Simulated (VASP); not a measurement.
# H7C2Cl in VASP: single point with r2SCAN

Aim: the single point of H7C2Cl with r2SCAN.

Everything below comes from runs of VASP 6.6.1. Logs are shortened: lines on timing, memory, paths and dates and some standing lists are left out, and cuts for length are marked.

## (1) The cell of the first run

The cell holds a disordered packing, 30 atoms: a = 7.785 Å, b = 7.785 Å, c = 7.785 Å, α = 90.00°, β = 90.00°, γ = 90.00°.

## (2) Single point, r2SCAN

The input, POSCAR:

```
H7C2Cl
1.0
    7.7854430000      0.0000000000      0.0000000000
    0.0000000000      7.7854430000      0.0000000000
    0.0000000000      0.0000000000      7.7854430000
C H Cl
6 21 3
Direct
    0.6134302055      0.4239974623      0.1567530276
    0.7995645430      0.4815531277      0.1723354965
    0.7838196440     -0.0250307449      0.7039878753
    0.7324579778      0.1072131628      0.5692376516
    0.3642334772      0.1078663357      1.0009167125
    0.2292316326     -0.0248687749      0.9531576777
    0.5827537652      0.3201668192      0.2458004213
    0.5263296499      0.5305048630      0.1832747099
    0.5848183235      0.3781577649      0.0274792183
    0.8293395730      0.5833400497      0.0802075733
    0.8283755507      0.5316434455      0.3001718548
    0.8862904111      0.3740895512      0.1477710190
    0.6752490082     -0.0557623067      0.7881824287
    0.8272589612     -0.1444219048      0.6447565933
    0.8885034885      0.0233015081      0.7836530368
    0.8384661810      0.1327908524      0.4806611998
    0.6232698186      0.0626016927      0.4936844824
    0.6964426191      0.2292137857      0.6285756891
    0.4131547275      0.1732117781      0.8870517166
    0.3118029134      0.2062106266      1.0856062559
    0.4726402046      0.0492128619      1.0676141102
    0.1769668359     -0.0882640036      1.0668497328
    0.1219143520      0.0339726687      0.8847617523
    0.2822600627     -0.1233909082      0.8682712358
    0.1579241905      0.6980930938      0.3385308672
    0.7944913219      0.9212911379      0.0086286970
    0.3546054782      0.6326406968      0.7721599891
    0.2358029345      0.8098870546      0.4318193500
    0.7984403238      0.9482901490      0.1720672929
    0.4758191248      0.5343275550      0.7156196322
```

The input, INCAR.step1:

```
SYSTEM = H7C2Cl
ALGO     = Normal         ! electronic algorithm
EDIFF    = 1E-4           ! SCF threshold, eV
ENCUT    = 520            ! plane-wave cutoff, eV
GGA      = PE             ! functional
ISMEAR   = -1             ! smearing method
LASPH    = .True.         ! aspherical terms in the spheres
LCHARG   = .False.        ! write CHGCAR
LREAL    = Auto         
LWAVE    = .True.         ! write WAVECAR
NBANDS   = 54             ! bands
NELM     = 80             ! most SCF steps
PREC     = Accurate       ! precision mode
SIGMA    = 0.05           ! smearing width, eV
```

The input, INCAR.step2:

```
SYSTEM = H7C2Cl
ALGO     = Normal         ! electronic algorithm
EDIFF    = 1E-7           ! SCF threshold, eV
ENCUT    = 520            ! plane-wave cutoff, eV
ISIF     = 2              ! what is computed and relaxed
ISMEAR   = -1             ! smearing method
ISTART   = 1            
LASPH    = .True.         ! aspherical terms in the spheres
LCHARG   = .False.        ! write CHGCAR
LMIXTAU  = .True.       
LREAL    = Auto         
LWAVE    = .False.        ! write WAVECAR
METAGGA  = R2SCAN         ! meta-GGA
NBANDS   = 54             ! bands
NELM     = 80             ! most SCF steps
PREC     = Accurate       ! precision mode
SIGMA    = 0.05           ! smearing width, eV
```

The input, KPOINTS:

```
k-points
0
Gamma
  1 1 1
  0 0 0
```

Potentials or basis: VASP PAW PBE potentials, release 64 (C, H, Cl).

Command:

```sh
cat potpaw_PBE.64/C/POTCAR potpaw_PBE.64/H/POTCAR potpaw_PBE.64/Cl/POTCAR > POTCAR
cp INCAR.step1 INCAR
mpirun -np 1 vasp_gam > vasp.out
cp INCAR.step2 INCAR
mpirun -np 1 vasp_gam > vasp.out
```

OUTCAR:

```text
SYSTEM = H7C2Cl
   EDIFF = 1E-7
   ENCUT = 520
   ISIF = 2
   ISMEAR = -1
   ISTART = 1
   LASPH = .True.
   LREAL = Auto
   METAGGA = R2SCAN
   NELM = 80
   PREC = Accurate

 ion  position               nearest neighbor table
   1  0.613  0.424  0.157-   9 1.09   8 1.09   7 1.09   2 1.52
   2  0.800  0.482  0.172-  12 1.09  11 1.09  10 1.09   1 1.52
   3  0.784  0.975  0.704-  15 1.09  14 1.09  13 1.10   4 1.52
   4  0.732  0.107  0.569-  17 1.09  18 1.09  16 1.09   3 1.52
   5  0.364  0.108  0.001-  20 1.09  19 1.09  21 1.09   6 1.52
   6  0.229  0.975  0.953-  23 1.09  22 1.09  24 1.09   5 1.52
   7  0.583  0.320  0.246-   1 1.09
   8  0.526  0.531  0.183-   1 1.09
   9  0.585  0.378  0.027-   1 1.09
  10  0.829  0.583  0.080-   2 1.09
  11  0.828  0.532  0.300-   2 1.09
  12  0.886  0.374  0.148-   2 1.09
[... 16 lines left out ...]
  29  0.798  0.948  0.172-  26 1.29
  30  0.476  0.534  0.716-  27 1.29

  LATTYP: Found a simple cubic cell.
 ALAT       =     7.7854430000

  Lattice vectors:

 A1 = (   7.7854430000,   0.0000000000,   0.0000000000)
 A2 = (   0.0000000000,   7.7854430000,   0.0000000000)
 A3 = (   0.0000000000,   0.0000000000,   7.7854430000)

Analysis of symmetry for initial positions (statically):
=====================================================================
 Subroutine PRICEL returns:
 Original cell was already a primitive cell.

 Routine SETGRP: Setting up the symmetry group for a
 simple cubic supercell.

 Subroutine GETGRP returns: Found  1 space group operations
 (whereof  1 operations were pure point group operations)
 out of a pool of 48 trial point group operations.

The static configuration has the point symmetry C_1 .

Analysis of symmetry for dynamics (positions and initial velocities):
=====================================================================
 Subroutine PRICEL returns:
 Original cell was already a primitive cell.

 Routine SETGRP: Setting up the symmetry group for a
 simple cubic supercell.

 Subroutine GETGRP returns: Found  1 space group operations
 (whereof  1 operations were pure point group operations)
 out of a pool of 48 trial point group operations.

The dynamic configuration has the point symmetry C_1 .

 Subroutine INISYM returns: Found  1 space group operations
[... 129 lines left out ...]
   EDIFF  = 0.1E-06   stopping-criterion for ELM
   LREAL  =      T    real-space projection
   EDIFFG = 0.1E-05   stopping-criterion for IOM
   NSW    =      0    number of steps for IOM
   IBRION =     -1    ionic relax: 0-MD 1-quasi-New 2-CG
   NFREE  =      0    steps in history (QN), initial steepest desc. (CG)
   ISIF   =      2    stress and relaxation
   ISYM   =      2    0-nonsym 1-usesym 2-fastsym
   POTIM  = 0.5000    time-step for ionic-motion
   TEBEG  =    0.0;   TEEND  =   0.0 temperature during run
   PSTRESS=    0.0 pullay stress
   NELECT =      66.0000    total number of electrons
   NUPDOWN=      -1.0000    fix difference up-down
   EMIN   =  10.00;   EMAX   =-10.00  energy-range for DOS
   EFERMI =   0.00;   METHOD = LEGACY
   ISMEAR =    -1;   SIGMA  =   0.05  broadening in eV -4-tet -1-fermi 0-gaus
   EFERMI_NEDOS =   21; number of points for ismear=-14 and -15
   IALGO  =     38    algorithm
   IMIX   =      4    mixing-type and parameters
     AMIX     =   0.40;   BMIX     =  1.00
     AMIX_MAG =   1.60;   BMIX_MAG =  1.00
  volume/ion in A,a.u.               =      15.73       106.15
  Fermi-wavevector in a.u.,A,eV,Ry     =   0.849779  1.605850  9.825105  0.722125
  Thomas-Fermi vector in A             =   1.965654
   LORBIT       =      0    0 simple, 1 ext, 2 COOP (PROOUT), +10 PAW based schemes
   METAGGA = R2SCAN    functional components
   LHFCALC =     F    Hartree Fock is set to
   AEXX    =    0.0000 exact exchange contribution
   IVDW    =     0    specifies the selected vdW correction
   LEPSILON=     F    determine dielectric tensor
   LRPA    =     F    only Hartree local field effects (RPA)
 non-spin polarized calculation
  energy-cutoff  :      520.00
  volume of cell :      471.90
 maximum number of plane-waves:      6399
 NGX is ok and might be reduce to    60
   NGX = 29   NGY = 29   NGZ = 29

 number of electron      65.9999996 magnetization

 Free energy of the ion-electron system (eV)
  ---------------------------------------------------
  ext. energy  EPLUGINS =         0.00000000
  ---------------------------------------------------
  free energy    TOTEN  =      -158.31233699 eV

  energy without entropy =     -158.31233699  energy(sigma->0) =     -158.31233699

 E-fermi :  -3.9377     XC(G=0):  -5.6548

 val. band max:       -5.1830186673   @ k =   0.0000   0.0000   0.0000
 cond. band min:       1.2786045480   @ k =   0.0000   0.0000   0.0000
 fundamental gap:      6.4616232153
 Fermi energy:        -3.9377003253

 k-point     1 :       0.0000    0.0000    0.0000
  band No.  band energies     occupation
      1     -19.4894      2.00000
      2     -19.3381      2.00000
      3     -19.2842      2.00000
      4     -17.1758      2.00000
      5     -16.9604      2.00000
      6     -16.7595      2.00000
[... 37 lines left out ...]
     44       4.7079      0.00000
     45       5.0673      0.00000
 [bands above 45 left out]

------------------------ aborting loop because EDIFF is reached ----------------------------------------

  FORCE on cell =-STRESS in cart. coord.  units (eV):
  Direction    XX          YY          ZZ          XY          YZ          ZX
  --------------------------------------------------------------------------------------
  -------------------------------------------------------------------------------------
  Total        0.4149633      0.4089554      0.2420936     -0.0075320     -0.2872712      0.5582390
  in kB        1.4088678      1.3884702      0.8219473     -0.0255723     -0.9753324      1.8953123
  external PRESSURE =       1.2064284 kB  Pullay stress =       0.0000000 kB

 VOLUME and BASIS-vectors are now :
 -----------------------------------------------------------------------------
  energy-cutoff  :      520.00
  volume of cell :      471.90
      direct lattice vectors                 reciprocal lattice vectors
     7.785443000  0.000000000  0.000000000     0.128444843  0.000000000  0.000000000
     0.000000000  7.785443000  0.000000000     0.000000000  0.128444843  0.000000000
     0.000000000  0.000000000  7.785443000     0.000000000  0.000000000  0.128444843

 POSITION                                       TOTAL-FORCE (eV/Angst)
 -----------------------------------------------------------------------------------
      4.77583      3.30101      1.22039         0.046047      0.047524     -0.025524
      6.22496      3.74910      1.34171         0.087450     -0.107849     -0.096000
      6.10238      7.59057      5.48086        -0.043584     -0.004346     -0.036052
      5.70251      0.83470      4.43177         0.032411      0.005209      0.089913
      2.83572      0.83979      0.00714        -0.016518     -0.123616     -0.058621
      1.78467      7.59183      7.42075        -0.078971     -0.016059      0.068296
[... 22 lines left out ...]
      6.21621      7.38286      1.33962        -0.007072      0.049007     -0.182307
      3.70446      4.15998      5.57142        -0.286662      0.265265      0.111138
 -----------------------------------------------------------------------------------
    total drift:                               -0.005628      0.000346      0.003728

  FREE ENERGIE OF THE ION-ELECTRON SYSTEM (eV)
  ---------------------------------------------------
  free  energy   TOTEN  =      -158.3123369936 eV

  energy  without entropy=     -158.3123369936  energy(sigma->0) =     -158.31233699
```

Wall time 8.9 min (1 thread of Intel Xeon 8259CL, shared host); peak memory 0.53 GiB.

Results:

```yaml
Free_energy: -158.3123 eV
Pressure: 0.1 GPa
Largest_force: 0.452 eV/Å
```

Forces on the atoms (eV/Å):
```
C    0.046  0.048 -0.026
C    0.087 -0.108 -0.096
C   -0.044 -0.004 -0.036
C    0.032  0.005  0.090
C   -0.017 -0.124 -0.059
C   -0.079 -0.016  0.068
H    0.070 -0.009  0.059
H   -0.105  0.084  0.042
H    0.082  0.009  0.078
H   -0.023 -0.074  0.030
H   -0.046  0.016  0.054
H    0.058  0.011  0.004
H   -0.054  0.002 -0.062
H   -0.018 -0.039  0.018
H    0.022  0.038 -0.026
H    0.008 -0.028  0.025
H   -0.041 -0.043 -0.045
H   -0.011  0.010 -0.012
H    0.033  0.021 -0.049
H   -0.069  0.032  0.053
H   -0.017  0.007  0.000
H    0.035  0.027 -0.058
H    0.050  0.016  0.011
H    0.038 -0.007 -0.024
H    0.094  0.168  0.148
H    0.009  0.048  0.213
H    0.316 -0.272 -0.174
Cl  -0.166 -0.132 -0.155
Cl  -0.007  0.049 -0.182
Cl  -0.287  0.265  0.111
```

Stress tensor (GPa, compression positive):
```
 0.14  0.00  0.19
 0.00  0.14 -0.10
 0.19 -0.10  0.08
```

Levels at points of the mesh, in eV from the Fermi level:
```
           k point  band 31  band 32  band 33  band 34  band 35  band 36
(0.00, 0.00, 0.00)    -1.38    -1.32    -1.25     5.22     6.24     6.59
```

Caveat: the k points lie up to 0.81 Å⁻¹ apart, too coarse for converged energies, forces and pressures; the PAW data sets were made with another functional, which shifts forces and pressure a little.
